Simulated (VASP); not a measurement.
# BaTiO3 (l) (Pm-3m) in VASP: further runs

BaTiO3 (l) is run at these levels: LDA; tasks: single point.

All numbers are computed with VASP 6.6.1; they aren't measurements. Logs are shortened: lines on timing, memory, paths and dates and some standing lists are left out, and cuts for length are marked.

## (1) The cell of the first run

The structure is cubic, space group Pm-3m (No. 221). Conventional cell: a = 4.008 Å, b = 4.008 Å, c = 4.008 Å, α = 90.00°, β = 90.00°, γ = 90.00°. Ba (site symmetry m-3m) has 12 O at 2.83 Å and 8 Ti at 3.47 Å within 3.7 Å. Ti (site symmetry m-3m) has 6 O at 2.00 Å within 2.7 Å. O (site symmetry 4/mmm) has 2 Ti at 2.00 Å within 2.7 Å.

## (2) Single point, LDA

INCAR reads:

```
ALGO = Normal ; EDIFF = 1E-6
ENCUT = 600 ; GGA = CA
GGA_COMPAT = False ; ISIF = 2
ISMEAR = 0 ; LASPH = True
LCHARG = False ; LREAL = False
LWAVE = False ; NBANDS = 28
NELM = 120 ; PREC = Accurate
SIGMA = 0.1
```

KPOINTS reads:

```
k-points
0
Gamma
  4 4 4
```

POSCAR reads:

```
BaTiO3
1.0
    4.0076816400      0.0000000000      0.0000000000
    0.0000000000      4.0076816400      0.0000000000
    0.0000000000      0.0000000000      4.0076816400
Ba Ti O
1 1 3
Direct
    0.0000000000      0.0000000000      0.0000000000
    0.5000000000      0.5000000000      0.5000000000
    0.5000000000      0.5000000000      0.0000000000
    0.5000000000      0.0000000000      0.5000000000
    0.0000000000      0.5000000000      0.5000000000
```

Potentials or basis: VASP PAW LDA potentials, release 64 (Ba_sv, Ti_sv, O).

Command:

```bash
$ cat potpaw_LDA.64/Ba_sv/POTCAR potpaw_LDA.64/Ti_sv/POTCAR potpaw_LDA.64/O/POTCAR > POTCAR
$ mpirun -np 1 vasp_std > vasp.out
```

OUTCAR:

```text
EDIFF = 1E-6
   ENCUT = 600
   GGA = CA
   ISIF = 2
   ISMEAR = 0
   LASPH = True
   LREAL = False
   NELM = 120
   PREC = Accurate

 ion  position               nearest neighbor table
   1  0.000  0.000  0.000-   3 2.83   4 2.83   5 2.83   4 2.83   5 2.83   3 2.83   5 2.83   5 2.83
                             3 2.83   4 2.83   4 2.83   3 2.83   2 3.47   2 3.47   2 3.47   2 3.47
   2  0.500  0.500  0.500-   3 2.00   4 2.00   5 2.00   3 2.00   4 2.00   5 2.00   1 3.47   1 3.47
                             1 3.47   1 3.47   1 3.47   1 3.47   1 3.47   1 3.47
   3  0.500  0.500  0.000-   2 2.00   2 2.00   1 2.83   1 2.83   1 2.83   1 2.83
   4  0.500  0.000  0.500-   2 2.00   2 2.00   1 2.83   1 2.83   1 2.83   1 2.83
   5  0.000  0.500  0.500-   2 2.00   2 2.00   1 2.83   1 2.83   1 2.83   1 2.83

  LATTYP: Found a simple cubic cell.
 ALAT       =     4.0076816400

  Lattice vectors:

 A1 = (   4.0076816400,   0.0000000000,   0.0000000000)
 A2 = (   0.0000000000,   4.0076816400,   0.0000000000)
 A3 = (   0.0000000000,   0.0000000000,   4.0076816400)

Analysis of symmetry for initial positions (statically):
=====================================================================
 Subroutine PRICEL returns:
 Original cell was already a primitive cell.

 Routine SETGRP: Setting up the symmetry group for a
 simple cubic supercell.

 Subroutine GETGRP returns: Found 48 space group operations
 (whereof 48 operations were pure point group operations)
 out of a pool of 48 trial point group operations.

The static configuration has the point symmetry O_h .

Analysis of symmetry for dynamics (positions and initial velocities):
=====================================================================
 Subroutine PRICEL returns:
 Original cell was already a primitive cell.

 Routine SETGRP: Setting up the symmetry group for a
 simple cubic supercell.

 Subroutine GETGRP returns: Found 48 space group operations
 (whereof 48 operations were pure point group operations)
 out of a pool of 48 trial point group operations.

The dynamic configuration has the point symmetry O_h .

 Subroutine INISYM returns: Found 48 space group operations
 (whereof 48 operations are pure point group operations),
 and found     1 'primitive' translations

----------------------------------------------------------------------------------------

                                     Primitive cell

  volume of cell :      64.3694
[... 80 lines left out ...]
   EDIFF  = 0.1E-05   stopping-criterion for ELM
   LREAL  =      F    real-space projection
   EDIFFG = 0.1E-04   stopping-criterion for IOM
   NSW    =      0    number of steps for IOM
   IBRION =     -1    ionic relax: 0-MD 1-quasi-New 2-CG
   NFREE  =      0    steps in history (QN), initial steepest desc. (CG)
   ISIF   =      2    stress and relaxation
   ISYM   =      2    0-nonsym 1-usesym 2-fastsym
   POTIM  = 0.5000    time-step for ionic-motion
   TEBEG  =    0.0;   TEEND  =   0.0 temperature during run
   PSTRESS=    0.0 pullay stress
   NELECT =      40.0000    total number of electrons
   NUPDOWN=      -1.0000    fix difference up-down
   EMIN   =  10.00;   EMAX   =-10.00  energy-range for DOS
   EFERMI =   0.00;   METHOD = LEGACY
   ISMEAR =     0;   SIGMA  =   0.10  broadening in eV -4-tet -1-fermi 0-gaus
   EFERMI_NEDOS =   21; number of points for ismear=-14 and -15
   IALGO  =     38    algorithm
   IMIX   =      4    mixing-type and parameters
     AMIX     =   0.40;   BMIX     =  1.00
     AMIX_MAG =   1.60;   BMIX_MAG =  1.00
  volume/ion in A,a.u.               =      12.87        86.88
  Fermi-wavevector in a.u.,A,eV,Ry     =   1.397017  2.639979 26.553889  1.951656
  Thomas-Fermi vector in A             =   2.520314
   LORBIT       =      0    0 simple, 1 ext, 2 COOP (PROOUT), +10 PAW based schemes
   GGA     = CA    functional components
   LHFCALC =     F    Hartree Fock is set to
   AEXX    =    0.0000 exact exchange contribution
   IVDW    =     0    specifies the selected vdW correction
   LEPSILON=     F    determine dielectric tensor
   LRPA    =     F    only Hartree local field effects (RPA)
 non-spin polarized calculation
 Gauss-broadening in eV      SIGMA  =   0.10
  energy-cutoff  :      600.00
  volume of cell :       64.37
 maximum number of plane-waves:      2176
   NGX = 17   NGY = 17   NGZ = 17

 number of electron      39.9999999 magnetization

 Free energy of the ion-electron system (eV)
  ---------------------------------------------------
  ext. energy  EPLUGINS =         0.00000000
  ---------------------------------------------------
  free energy    TOTEN  =       -44.08344551 eV

  energy without entropy =      -44.08344551  energy(sigma->0) =      -44.08344551

 E-fermi :   4.1043     XC(G=0): -11.7176

 val. band max:        3.4955110095   @ k =   0.5000   0.5000   0.5000
 cond. band min:       5.1276277561   @ k =   0.0000   0.0000   0.0000
 fundamental gap:      1.6321167466
 Fermi energy:         4.1043056749

 k-point     1 :       0.0000    0.0000    0.0000
  band No.  band energies     occupation
      1     -52.4309      2.00000
      2     -29.0422      2.00000
      3     -29.0422      2.00000
      4     -29.0422      2.00000
      5     -21.1713      2.00000
      6     -13.0773      2.00000
[... 299 lines left out ...]
     27      11.1366      0.00000
     28      11.1366      0.00000

------------------------ aborting loop because EDIFF is reached ----------------------------------------

  FORCE on cell =-STRESS in cart. coord.  units (eV):
  Direction    XX          YY          ZZ          XY          YZ          ZX
  --------------------------------------------------------------------------------------
  -------------------------------------------------------------------------------------
  Total       -3.0621107     -3.0621107     -3.0621107      0.0000000      0.0000000     -0.0000000
  in kB      -76.2169949    -76.2169949    -76.2169949      0.0000000      0.0000000     -0.0000000
  external PRESSURE =     -76.2169949 kB  Pullay stress =       0.0000000 kB

 VOLUME and BASIS-vectors are now :
 -----------------------------------------------------------------------------
  energy-cutoff  :      600.00
  volume of cell :       64.37
      direct lattice vectors                 reciprocal lattice vectors
     4.007681640  0.000000000  0.000000000     0.249520818  0.000000000  0.000000000
     0.000000000  4.007681640  0.000000000     0.000000000  0.249520818  0.000000000
     0.000000000  0.000000000  4.007681640     0.000000000  0.000000000  0.249520818

 POSITION                                       TOTAL-FORCE (eV/Angst)
 -----------------------------------------------------------------------------------
      0.00000      0.00000      0.00000         0.000000      0.000000      0.000000
      2.00384      2.00384      2.00384         0.000000      0.000000      0.000000
      2.00384      2.00384      0.00000         0.000000      0.000000      0.000000
      2.00384      0.00000      2.00384         0.000000      0.000000      0.000000
      0.00000      2.00384      2.00384         0.000000      0.000000      0.000000
 -----------------------------------------------------------------------------------
    total drift:                                0.000000     -0.000000     -0.000000

  FREE ENERGIE OF THE ION-ELECTRON SYSTEM (eV)
  ---------------------------------------------------
  free  energy   TOTEN  =       -44.0834455065 eV

  energy  without entropy=      -44.0834455065  energy(sigma->0) =      -44.08344551
```

stdout:

```text
POSCAR found type information on POSCAR BaTiO
 POSCAR found :  3 types and       5 ions
 scaLAPACK will be used
 LDA part: xc-table for (Slater(with rela. corr.)+CA(PZ))
 , standard interpolation
 POSCAR, INCAR and KPOINTS ok, starting setup
 FFT: planning ... GRIDC
 FFT: planning ... GRID_SOFT
 FFT: planning ... GRID
 WAVECAR not read
 entering main loop
```

Wall time 17 s (1 thread of Intel Xeon 6975P-C, shared host); peak memory 0.17 GiB.

What came out:

```yaml
Free_energy: -44.0834 eV
Pressure: -7.6 GPa
Band_gap_on_the_k_mesh: 1.63 eV, indirect (least direct gap 1.78 eV)
```

Caveat: spin-orbit coupling is left out, which moves the levels of the heavy elements. A k mesh can miss the band edges.

## (3) Single point, LDA

This run uses another cell than the first one, of 12.21 Å³/atom, 0.948 times its volume.

INCAR reads:

```
PREC = Accurate
ENCUT = 600
EDIFF = 1E-6
ISMEAR = 0
SIGMA = 0.1
LREAL = F
LASPH = T
NELM = 120
ALGO = Normal
ISIF = 2
LWAVE = F
LCHARG = T
GGA = CA
LELF = T
LVHAR = T
NBANDS = 28
GGA_COMPAT = F
```

KPOINTS reads:

```
Automatic mesh
0
Gamma
  6 6 6
```

POSCAR, as its differences from that of step 2:

```diff
@@ -2,5 +2,5 @@
 1.0
-    4.0076816400      0.0000000000      0.0000000000
-    0.0000000000      4.0076816400      0.0000000000
-    0.0000000000      0.0000000000      4.0076816400
+    3.9376230511      0.0000000000      0.0000000000
+    0.0000000000      3.9376230511      0.0000000000
+    0.0000000000      0.0000000000      3.9376230511
 Ba Ti O
```

Potentials or basis: VASP PAW LDA potentials, release 64 (Ba_sv, Ti_sv, O).

Command:

```bash
$ cat potpaw_LDA.64/Ba_sv/POTCAR potpaw_LDA.64/Ti_sv/POTCAR potpaw_LDA.64/O/POTCAR > POTCAR
$ mpirun -np 1 vasp_std > vasp.out
```

It took 40 s on 1 thread of Intel Xeon 6975P-C, shared host; peak memory 0.18 GiB.

It converged, with:

```yaml
Free_energy: -44.1580 eV
Pressure: 1.9 GPa
Band_gap_on_the_k_mesh: 1.75 eV, indirect (least direct gap 1.84 eV)
```

Levels at points of the mesh, in eV from the valence-band top:
```
           k point  band 17  band 18  band 19  band 20  band 21  band 22  band 23  band 24
(0.00, 0.00, 0.00)    -1.19    -0.09    -0.09    -0.09     1.75     1.75     1.75     4.28
(0.50, 0.00, 0.00)    -1.92    -1.92    -0.72    -0.72     1.93     3.71     3.71     4.30
(0.50, 0.50, 0.00)    -1.71    -0.83    -0.83    -0.10     3.72     3.72     4.14     5.22
(0.50, 0.50, 0.50)    -2.38     0.00     0.00     0.00     4.45     4.45     4.45     6.88
```

Caveat: spin-orbit coupling is left out, which moves the levels of the heavy elements. LDA gaps usually lie below the measured ones, often by a third to a half.

## (4) Single point, LDA

This run uses another cell than the first one, of 12.18 Å³/atom, 0.946 times its volume.

INCAR reads:

```
SYSTEM = BaTiO3
ALGO = Normal ; EDIFF = 1E-6
ENCUT = 600 ; GGA_COMPAT = .False.
ISIF = 2 ; ISMEAR = 0
LASPH = .True. ; LCHARG = .True.
LELF = .True. ; LREAL = .False.
LVHAR = .True. ; LWAVE = .False.
NBANDS = 28 ; NELM = 120
PREC = Accurate ; SIGMA = 0.02
```

KPOINTS reads:

```
k-points
0
Gamma
  8 8 8
  0 0 0
```

POSCAR, as its differences from that of step 3:

```diff
@@ -2,5 +2,5 @@
 1.0
-    3.9376230511      0.0000000000      0.0000000000
-    0.0000000000      3.9376230511      0.0000000000
-    0.0000000000      0.0000000000      3.9376230511
+    3.9346225182      0.0000000000      0.0000000000
+    0.0000000000      3.9346225182      0.0000000000
+    0.0000000000      0.0000000000      3.9346225182
 Ba Ti O
```

Command:

```bash
$ cat potpaw_LDA.64/Ba_sv/POTCAR potpaw_LDA.64/Ti_sv/POTCAR potpaw_LDA.64/O/POTCAR > POTCAR
$ mpirun -np 1 vasp_std > vasp.out
```

Run time: 50 s. Hardware: 1 thread of Intel Xeon 6975P-C, shared host; peak memory 0.2 GiB.

It converged, with:

| Quantity | Value |
| --- | --- |
| Free energy | -44.1564 eV |
| Pressure | 2.3 GPa |
| Band gap on the k mesh | 1.75 eV, indirect (least direct gap 1.84 eV) |

Levels at points of the mesh, in eV from the valence-band top:
```csv
k point,band 18,band 19,band 20,band 21,band 22,band 23
"(0.00, 0.00, 0.00)",-0.09,-0.09,-0.09,1.75,1.75,1.75
"(0.50, 0.00, 0.00)",-1.92,-0.72,-0.72,1.94,3.72,3.72
"(0.50, 0.50, 0.00)",-0.83,-0.83,-0.10,3.73,3.73,4.16
"(0.50, 0.50, 0.50)",0.00,0.00,0.00,4.47,4.47,4.47
```

Caveat: spin-orbit coupling is left out, which moves the levels of the heavy elements. LDA gaps usually lie below the measured ones, often by a third to a half.

## (5) Overview

```csv
cell,k mesh,smearing,gap on the mesh (eV),pressure (GPa)
"a = 4.008 Å, 5 atoms",4 × 4 × 4,gaussian 0.1 eV,1.63,-7.6
"a = 3.938 Å, 5 atoms",6 × 6 × 6,gaussian 0.1 eV,1.75,1.9
"a = 3.935 Å, 5 atoms",8 × 8 × 8,gaussian 0.02 eV,1.75,2.3
```

Alike in all rows: task single point; level LDA; potentials or basis VASP PAW LDA potentials, release 64 (Ba_sv, Ti_sv, O); no spin polarisation; cutoff (eV) 600.

Caveats: spin-orbit coupling is left out, which moves the levels of the heavy elements.

Absolute energies hang on the potentials; compare differences alone.
